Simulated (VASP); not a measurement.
# W (Pbcm) in VASP: a series of runs

The runs below take W through single point, with LDA.

Everything below comes from runs of VASP 6.6.1. Logs are shortened: lines on timing, memory, paths and dates and some standing lists are left out, and cuts for length are marked.

## Step 1: The cell of the first run

The structure is orthorhombic, space group Pbcm (No. 57). Conventional cell: a = 2.772 Å, b = 4.798 Å, c = 4.857 Å, α = 90.00°, β = 90.00°, γ = 90.00°. W (site symmetry m) has 12 W at 2.66 to 3.02 Å within 3.5 Å.

## Step 2: Single point, LDA (volume scaled by 0.96)

The input, INCAR:

```
ALGO = Fast
EDIFF = 1E-7
ENCUT = 520
ISIF = 2
ISMEAR = -1
LASPH = True
LCHARG = False
LREAL = False
LWAVE = False
NBANDS = 36
NELM = 60
PREC = Accurate
SIGMA = 0.05
```

The input, KPOINTS:

```
k-points
0
Gamma
  9 6 6
```

The input, POSCAR:

```
W
1.0
    2.7716889397      0.0000000000      0.0000000000
    0.0000000000      4.7981339688      0.0000000000
    0.0000000000      0.0000000000      4.8571504237
W
4
Direct
    0.7931720000      0.9368430000      0.7500000000
    0.2068280000      0.4368430000      0.7500000000
    0.2068280000      0.0631570000      0.2500000000
    0.7931720000      0.5631570000      0.2500000000
```

Potentials or basis: VASP PAW LDA potentials, release 64 (W_sv).

On the command line:

```bash
$ cat potpaw_LDA.64/W_sv/POTCAR > POTCAR
$ mpirun -np 1 vasp_std > vasp.out
```

OUTCAR:

```text
EDIFF = 1E-7
   ENCUT = 520
   ISIF = 2
   ISMEAR = -1
   LASPH = True
   LREAL = False
   NELM = 60
   PREC = Accurate

 ion  position               nearest neighbor table
   1  0.793  0.937  0.750-   2 2.66   2 2.66   3 2.75   3 2.75   2 2.90   2 2.90   3 2.98   3 2.98
                             4 3.02   4 3.02
   2  0.207  0.437  0.750-   1 2.66   1 2.66   4 2.75   4 2.75   1 2.90   1 2.90   4 2.98   4 2.98
                             3 3.02   3 3.02
   3  0.207  0.063  0.250-   4 2.66   4 2.66   1 2.75   1 2.75   4 2.90   4 2.90   1 2.98   1 2.98
                             2 3.02   2 3.02
   4  0.793  0.563  0.250-   3 2.66   3 2.66   2 2.75   2 2.75   3 2.90   3 2.90   2 2.98   2 2.98
                             1 3.02   1 3.02

  LATTYP: Found a simple orthorhombic cell.
 ALAT       =     2.7716889397
 B/A-ratio  =     1.7311228183
 C/A-ratio  =     1.7524154151

  Lattice vectors:

 A1 = (   2.7716889397,   0.0000000000,   0.0000000000)
 A2 = (   0.0000000000,   4.7981339688,   0.0000000000)
 A3 = (   0.0000000000,   0.0000000000,   4.8571504237)

Analysis of symmetry for initial positions (statically):
=====================================================================
 Subroutine PRICEL returns:
 Original cell was already a primitive cell.

 Routine SETGRP: Setting up the symmetry group for a
 simple orthorhombic supercell.

 Subroutine GETGRP returns: Found  8 space group operations
 (whereof  2 operations were pure point group operations)
 out of a pool of  8 trial point group operations.

The static configuration has the point symmetry S_2 .
 The point group associated with its full space group is D_2h.

Analysis of symmetry for dynamics (positions and initial velocities):
=====================================================================
 Subroutine PRICEL returns:
 Original cell was already a primitive cell.

 Routine SETGRP: Setting up the symmetry group for a
 simple orthorhombic supercell.

 Subroutine GETGRP returns: Found  8 space group operations
 (whereof  2 operations were pure point group operations)
 out of a pool of  8 trial point group operations.

The dynamic configuration has the point symmetry S_2 .
 The point group associated with its full space group is D_2h.

 Subroutine INISYM returns: Found  8 space group operations
 (whereof  2 operations are pure point group operations),
 and found     1 'primitive' translations

[... 90 lines left out ...]
   ISTART =      0    job   : 0-new  1-cont  2-samecut
   ICHARG =      2    charge: 1-file 2-atom 10-const
   ISPIN  =      1    spin polarized calculation?
   LNONCOLLINEAR =      F non collinear calculations
   LSORBIT =      F    spin-orbit coupling
   LASPH  =      T    aspherical Exc in radial PAW
   ENCUT  =  520.0 eV  38.22 Ry    6.18 a.u.   5.15  8.92  9.03*2*pi/ulx,y,z
   NELM   =     60;   NELMIN=  2; NELMDL= -5     # of ELM steps
   EDIFF  = 0.1E-06   stopping-criterion for ELM
   LREAL  =      F    real-space projection
   EDIFFG = 0.1E-05   stopping-criterion for IOM
   NSW    =      0    number of steps for IOM
   IBRION =     -1    ionic relax: 0-MD 1-quasi-New 2-CG
   NFREE  =      0    steps in history (QN), initial steepest desc. (CG)
   ISIF   =      2    stress and relaxation
   ISYM   =      2    0-nonsym 1-usesym 2-fastsym
   POTIM  = 0.5000    time-step for ionic-motion
   TEBEG  =    0.0;   TEEND  =   0.0 temperature during run
   PSTRESS=    0.0 pullay stress
   NELECT =      56.0000    total number of electrons
   NUPDOWN=      -1.0000    fix difference up-down
   EMIN   =  10.00;   EMAX   =-10.00  energy-range for DOS
   EFERMI =   0.00;   METHOD = LEGACY
   ISMEAR =    -1;   SIGMA  =   0.05  broadening in eV -4-tet -1-fermi 0-gaus
   EFERMI_NEDOS =   21; number of points for ismear=-14 and -15
   IALGO  =     68    algorithm
   IMIX   =      4    mixing-type and parameters
     AMIX     =   0.40;   BMIX     =  1.00
     AMIX_MAG =   1.60;   BMIX_MAG =  1.00
  volume/ion in A,a.u.               =      16.15       108.98
  Fermi-wavevector in a.u.,A,eV,Ry     =   1.561006  2.949874 33.153877  2.436741
  Thomas-Fermi vector in A             =   2.664135
   LORBIT       =      0    0 simple, 1 ext, 2 COOP (PROOUT), +10 PAW based schemes
   GGA     = CA    functional components
   LHFCALC =     F    Hartree Fock is set to
   AEXX    =    0.0000 exact exchange contribution
   IVDW    =     0    specifies the selected vdW correction
   LEPSILON=     F    determine dielectric tensor
   LRPA    =     F    only Hartree local field effects (RPA)
 non-spin polarized calculation
 RMM-DIIS sequential band-by-band and
  energy-cutoff  :      520.00
  volume of cell :       64.59
 maximum number of plane-waves:      1760
 NGX is ok and might be reduce to    24
   NGX = 11   NGY = 17   NGZ = 19

 number of electron      56.0000005 magnetization

 Free energy of the ion-electron system (eV)
  ---------------------------------------------------
  ext. energy  EPLUGINS =         0.00000000
  ---------------------------------------------------
  free energy    TOTEN  =       -54.38372453 eV

  energy without entropy =      -54.35496438  energy(sigma->0) =      -54.36934445

 E-fermi :  10.7222     XC(G=0): -13.6960

 val. band max:       10.7217385828   @ k =   0.1111   0.1667   0.3333
 cond. band min:      10.7523468144   @ k =   0.1111   0.1667   0.1667
 fundamental gap:      0.0306082316
 Fermi energy:        10.7222097958

 k-point     1 :       0.0000    0.0000    0.0000
  band No.  band energies     occupation
      1     -62.6190      2.00000
      2     -62.5236      2.00000
      3     -62.4835      2.00000
      4     -62.4238      2.00000
      5     -27.7692      2.00000
      6     -27.6976      2.00000
[... 925 lines left out ...]
     35      13.9599      0.00000
     36      14.6386      0.00000

 [... further k-points ...]
[... 5 lines left out ...]
  --------------------------------------------------------------------------------------
  -------------------------------------------------------------------------------------
  Total       -0.8461387     -1.2970450     -1.7743548      0.0000000      0.0000000      0.0000000
  in kB      -20.9871619    -32.1711976    -44.0101284      0.0000000      0.0000000      0.0000000
  external PRESSURE =     -32.3894960 kB  Pullay stress =       0.0000000 kB

 VOLUME and BASIS-vectors are now :
 -----------------------------------------------------------------------------
  energy-cutoff  :      520.00
  volume of cell :       64.59
      direct lattice vectors                 reciprocal lattice vectors
     2.771688940  0.000000000  0.000000000     0.360790847  0.000000000  0.000000000
     0.000000000  4.798133969  0.000000000     0.000000000  0.208414356  0.000000000
     0.000000000  0.000000000  4.857150424     0.000000000  0.000000000  0.205882032

 POSITION                                       TOTAL-FORCE (eV/Angst)
 -----------------------------------------------------------------------------------
      2.19843      4.49510      3.64286        -0.101093      0.063223      0.000000
      0.57326      2.09603      3.64286         0.101093      0.063223      0.000000
      0.57326      0.30304      1.21429         0.101093     -0.063223     -0.000000
      2.19843      2.70210      1.21429        -0.101093     -0.063223      0.000000
 -----------------------------------------------------------------------------------
    total drift:                                0.000000      0.000000     -0.000000

  FREE ENERGIE OF THE ION-ELECTRON SYSTEM (eV)
  ---------------------------------------------------
  free  energy   TOTEN  =       -54.3837245302 eV

  energy  without entropy=      -54.3549643794  energy(sigma->0) =      -54.36934445
```

OSZICAR:

```text
N       E                     dE             d eps       ncg     rms          rms(c)
DAV:   1     0.721079669313E+03    0.72108E+03   -0.33202E+04  5760   0.183E+03
DAV:   2    -0.187429038207E+02   -0.73982E+03   -0.72587E+03  6024   0.581E+02
DAV:   3    -0.559278998335E+02   -0.37185E+02   -0.35715E+02  6920   0.124E+02
DAV:   4    -0.568986555341E+02   -0.97076E+00   -0.95401E+00  6864   0.184E+01
DAV:   5    -0.569124947524E+02   -0.13839E-01   -0.13816E-01  6792   0.242E+00    0.405E+01
RMM:   6    -0.549041375875E+02    0.20084E+01   -0.24957E+00  5933   0.972E+00    0.167E+01
RMM:   7    -0.543822692958E+02    0.52187E+00   -0.20942E+00  6451   0.807E+00    0.123E+00
RMM:   8    -0.543793418620E+02    0.29274E-02   -0.20064E-01  7570   0.207E+00    0.507E-01
RMM:   9    -0.543833582742E+02   -0.40164E-02   -0.50269E-02  7566   0.106E+00    0.357E-01
RMM:  10    -0.543835280191E+02   -0.16974E-03   -0.78212E-03  7366   0.538E-01    0.183E-01
RMM:  11    -0.543837090815E+02   -0.18106E-03   -0.22552E-03  8427   0.252E-01    0.475E-02
RMM:  12    -0.543837281547E+02   -0.19073E-04   -0.26564E-04  8366   0.990E-02    0.491E-02
RMM:  13    -0.543837234997E+02    0.46550E-05   -0.54334E-05  7134   0.480E-02    0.241E-03
RMM:  14    -0.543837243678E+02   -0.86810E-06   -0.10110E-05  8126   0.188E-02    0.362E-03
RMM:  15    -0.543837245035E+02   -0.13566E-06   -0.14205E-06  7404   0.823E-03    0.378E-04
RMM:  16    -0.543837245302E+02   -0.26736E-07   -0.25612E-07  5161   0.364E-03
   1 F= -.54383725E+02 E0= -.54369344E+02  d E =-.287602E-01
```

stdout:

```text
POSCAR found type information on POSCAR W
 POSCAR found :  1 types and       4 ions
 scaLAPACK will be used
 LDA part: xc-table for (Slater(with rela. corr.)+CA(PZ))
 , standard interpolation
 POSCAR, INCAR and KPOINTS ok, starting setup
 FFT: planning ... GRIDC
 FFT: planning ... GRID_SOFT
 FFT: planning ... GRID
 WAVECAR not read
 entering main loop
WARNING in EDDRMM: call to ZHEGV failed, returncode =   8  4     35
```

Run time: 2.3 min. Hardware: 1 thread of Intel Xeon Platinum 8259CL at 2.50GHz (Skylake/Cascade Lake), shared host; peak memory 0.24 GiB.

What came out:

* Free energy: -54.3837 eV
* Pressure: -3.2 GPa
* Largest force: 0.119 eV/Å
* Band gap on the k mesh: zero (band 28 reaches 11.76 eV, above the bottom of band 29 at 10.41 eV)

Forces in eV/Å, atoms in the order of the input:
```
W   -0.101  0.063  0.000
W    0.101  0.063  0.000
W    0.101 -0.063  0.000
W   -0.101 -0.063  0.000
```

Stress tensor (GPa, compression positive):
```
-2.10  0.00  0.00
 0.00 -3.22  0.00
 0.00  0.00 -4.40
```

Levels at points of the mesh, in eV from the Fermi level:
| k point | band 25 | band 26 | band 27 | band 28 | band 29 | band 30 | band 31 | band 32 |
| --- | --- | --- | --- | --- | --- | --- | --- | --- |
| (0.00, 0.00, 0.00) | -0.46 | -0.42 | -0.37 | -0.37 | -0.32 | 0.06 | 0.52 | 1.58 |
| (0.00, 0.50, 0.00) | -1.53 | -1.53 | 0.34 | 0.34 | 0.35 | 0.35 | 0.85 | 0.85 |
| (0.00, 0.00, 0.50) | -0.88 | -0.88 | -0.18 | -0.18 | 0.83 | 0.83 | 1.83 | 1.83 |
| (0.00, 0.50, 0.50) | -1.17 | -1.17 | -1.17 | -1.17 | 1.71 | 1.71 | 1.71 | 1.71 |

Caveat: spin-orbit coupling is left out, which moves the levels of the heavy elements.

## Step 3: Single point, LDA (volume scaled by 0.98)

The input, INCAR:

```
SYSTEM = W
  ALGO = Fast
  EDIFF = 1E-7
  ENCUT = 520
  GGA = CA
  ISIF = 2
  ISMEAR = -1
  LASPH = .TRUE.
  LCHARG = .FALSE.
  LREAL = .FALSE.
  LWAVE = .FALSE.
  NBANDS = 36
  NELM = 60
  PREC = Accurate
  SIGMA = 0.05
```

The input, KPOINTS:

```
k-points
0
G
  9 6 6
  0 0 0
```

The input, POSCAR:

```
W
1.0
    2.7908046399      0.0000000000      0.0000000000
    0.0000000000      4.8312255936      0.0000000000
    0.0000000000      0.0000000000      4.8906490714
W
4
Direct
    0.7931720000      0.9368430000      0.7500000000
    0.2068280000      0.4368430000      0.7500000000
    0.2068280000      0.0631570000      0.2500000000
    0.7931720000      0.5631570000      0.2500000000
```

Potentials or basis: VASP PAW LDA potentials, release 64 (W_sv).

On the command line:

```bash
$ cat potpaw_LDA.64/W_sv/POTCAR > POTCAR
$ mpirun -np 1 vasp_std > vasp.out
```

Wall time 2.3 min (1 thread of Intel Xeon Platinum 8259CL at 2.50GHz (Skylake/Cascade Lake), shared host); peak memory 0.24 GiB.

It converged, with:

```
Free energy            : -54.3323 eV
Pressure               : -9.1 GPa
Largest force          : 0.072 eV/Å
Band gap on the k mesh : zero (band 28 reaches 11.43 eV, above the bottom of band 29 at 10.13 eV)
```

Forces in eV/Å, atoms in the order of the input:
```
W   -0.013  0.071  0.000
W    0.013  0.071  0.000
W    0.013 -0.071  0.000
W   -0.013 -0.071  0.000
```

Stress tensor (GPa, compression positive):
```
-8.27  0.00  0.00
 0.00 -9.30  0.00
 0.00  0.00 -9.64
```

Levels at points of the mesh, in eV from the Fermi level:
```
           k point  band 26  band 27  band 28  band 29  band 30  band 31
(0.00, 0.00, 0.00)    -0.40    -0.37    -0.36    -0.30     0.01     0.52
(0.00, 0.50, 0.00)    -1.49     0.33     0.33     0.35     0.35     0.84
(0.00, 0.00, 0.50)    -0.85    -0.17    -0.17     0.78     0.78     1.79
(0.00, 0.50, 0.50)    -1.16    -1.16    -1.16     1.68     1.68     1.68
```

Caveat: spin-orbit coupling is left out, which moves the levels of the heavy elements.
